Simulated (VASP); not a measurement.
A run of VASP 6.6.1 is set up as follows.

INCAR

```
SYSTEM = RbBr
ALGO = Normal
EDIFF = 1E-7
ENCUT = 520
GGA = PE
ISIF = 2
ISMEAR = 0
LASPH = .True.
LCHARG = .True.
LELF = .True.
LREAL = .False.
LVHAR = .True.
LWAVE = .False.
NBANDS = 15
NELM = 60
PREC = Accurate
SIGMA = 0.15
```

KPOINTS

```
k-points
0
Gamma
  4 4 3
  0 0 0
```

File POSCAR:

```
RbBr
1.0
    4.7300067576      0.0000000031      0.0000000000
   -2.3650033815      4.0963060106      0.0000000000
    0.0000000000      0.0000000000      4.3745354067
Rb Br
1 1
Direct
    0.3333333333      0.6666666667      0.5000000000
    0.0000000000      0.0000000000      0.0000000000
```

Potentials or basis: VASP PAW PBE potentials, release 64 (Rb_sv, Br).

The run is started by

```console
$ cat potpaw_PBE.64/Rb_sv/POTCAR potpaw_PBE.64/Br/POTCAR > POTCAR
$ mpirun -np 1 vasp_std > vasp.out
```

(1) Estimate the pressure.

(2) Estimate the band gap on the k mesh.

## Answers

(1) 0.2 GPa.

(2) 4.00 eV, direct.

Caveat: the k points lie up to 0.48 Å⁻¹ apart.
